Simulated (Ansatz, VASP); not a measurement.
# Two plane-wave programs on TiSi2

```
CELL_PARAMETERS angstrom
2.76354 0.00000 0.00000
0.00000 2.77287 0.00000
0.00000 0.00000 5.98202
ATOMIC_POSITIONS crystal
Ti 0.50000 0.00000 0.50000
Si 0.00000 0.50000 0.80300
Si 0.00000 0.50000 0.19700
```

Alike in both runs: task relaxation of cell and atoms; functional PBE; k mesh 16 × 16 × 8; occupations gaussian, width 0.1 eV; no spin polarisation.

|  | VASP | Ansatz |
| --- | --- | --- |
| version | VASP 6.6.1 | Ansatz 0.2.0 |
| potentials or method | VASP PAW PBE potentials, release 64 (Ti_sv, Si), cutoff 600 eV | scalar-relativistic, plane waves, PAW |
| valence electrons in the cell | 20 | 20 |

```tsv
	VASP	Ansatz	Ansatz less VASP
gap on the k mesh at the Fermi level, each at its own relaxed structure (eV)	none	none	-
relaxed volume (Å³/atom)	15.25	15.26	+0.009
relaxed cell length with the largest relative difference (Å)	2.764	2.764	+0.0010
```

A gap of «none» marks a metal or a gap that the smearing closes.
